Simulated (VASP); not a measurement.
## Ta3TeH2: relaxation of cell and atoms with PBE

Crystal: Ta3TeH2.

```xyz
6
Lattice="3.5035 0.0000 0.0000 -1.7518 3.0341 0.0000 0.0000 0.0000 8.5352" Properties=species:S:1:pos:R:3 pbc="T T T"
Ta    1.7518    1.0114    6.3457
Ta    0.0000    0.0000    0.0000
Ta    0.0000    2.0228    2.1895
Te    0.0000    0.0000    4.2676
H     0.0000    2.0228    7.4404
H     1.7518    1.0114    1.0947
```

| Quantity | Value |
| --- | --- |
| Program | VASP 6.6.1 |
| Task | relaxation of cell and atoms |
| Functional | PBE |
| Potentials or basis | VASP PAW PBE potentials, release 64 (Ta_pv, Te, H) |
| Cutoff | 600 eV |
| k mesh | 6 × 6 × 2 |
| Occupations | gaussian, width 0.1 eV |
| Spin | no spin polarisation |
| Dipole correction | no |
| Further INCAR settings | ALGO = Normal; EDIFF = 1e-06; IBRION = 2; EDIFFG = -0.04; NSW = 90; ISIF = 3 |

| Quantity | Value |
| --- | --- |
| Relaxed volume | 13.74 Å³/atom |
| Relaxed cell | a = 3.273 Å, b = 3.273 Å, c = 8.884 Å, α = 90.00°, β = 90.00°, γ = 120.00° |
| Space group after relaxing (to 0.05 Å) | P-3m1 (No. 164) |
| Energy gained by relaxing | 115.7 meV/atom |
| Ionic steps | 17 |
| Pressure after relaxing | 0.0 GPa |
| Largest force after relaxing | 0.012 eV/Å |

Forces in eV/Å, atoms in the order of the input:
```
Ta   0.000  0.000  0.012
Ta   0.000  0.000  0.000
Ta   0.000  0.000 -0.012
Te   0.000  0.000  0.000
H    0.000  0.000  0.003
H    0.000  0.000 -0.003
```

Stress tensor (GPa, compression positive):
```
 0.10  0.00  0.00
 0.00  0.10  0.00
 0.00  0.00 -0.09
```

The path:
| step | energy change (eV) | largest force (eV/Å) | pressure (GPa) | volume (Å³) |
| --- | --- | --- | --- | --- |
| 1 | 0.0000 | 1.0921 | -11.35 | 90.73 |
| 2 | -0.3405 | 0.2445 | 13.75 | 77.31 |
| 3 | -0.4780 | 0.3658 | 3.29 | 81.58 |
| 4 | -0.6640 | 0.2007 | 1.30 | 81.84 |
| 5 | -0.6795 | 0.1345 | 0.79 | 81.90 |
| 6 | -0.6798 | 0.1422 | 0.84 | 81.90 |
| 7 | -0.6817 | 0.1420 | -0.93 | 82.74 |
| 8 | -0.6822 | 0.1421 | -0.38 | 82.47 |
| 9 | -0.6848 | 0.1278 | -0.28 | 82.43 |
| 10 | -0.6896 | 0.0864 | 0.04 | 82.29 |
| 11 | -0.6863 | 0.2347 | 0.77 | 82.02 |
| 12 | -0.6904 | 0.1256 | 0.26 | 82.21 |
| 13 | -0.6927 | 0.0977 | -0.04 | 82.39 |
| 14 | -0.6936 | 0.0532 | -0.51 | 82.68 |
| 15 | -0.6937 | 0.0627 | -0.47 | 82.63 |
| 16 | -0.6937 | 0.0373 | 0.50 | 82.25 |
| 17 | -0.6941 | 0.0123 | 0.04 | 82.44 |

Final structure:
```
Ta Te H
1.0
     3.27325    0.00000    0.00000
    -1.63662    2.83471    0.00000
     0.00000    0.00000    8.88437
Ta Te H
3 1 2
Direct
  0.66667 0.33333 0.75119
  0.00000 0.00000 0.00000
  0.33333 0.66667 0.24881
  0.00000 0.00000 0.50000
  0.33333 0.66667 0.85775
  0.66667 0.33333 0.14225
```

Levels at points of the mesh, in eV from the Fermi level:
```csv
k point,band 19,band 20,band 21,band 22,band 23,band 24
"(0.00, 0.00, 0.00)",-0.56,-0.52,-0.52,1.18,1.37,1.37
"(0.50, 0.00, 0.00)",-0.86,0.11,0.32,0.45,2.65,3.06
"(0.00, 0.00, 0.50)",-0.53,-0.01,-0.01,1.20,1.21,1.21
"(0.50, 0.00, 0.50)",-0.90,0.19,0.54,0.82,1.21,3.40
```

Run time: 3 min on 1 thread of Intel(R) Xeon(R) 6975P-C (Granite Rapids) (shared host), peak memory 0.26 GiB.

Caveat: the k points lie up to 0.37 Å⁻¹ apart in the final cell; spin-orbit coupling is left out, which moves the levels of the heavy elements.
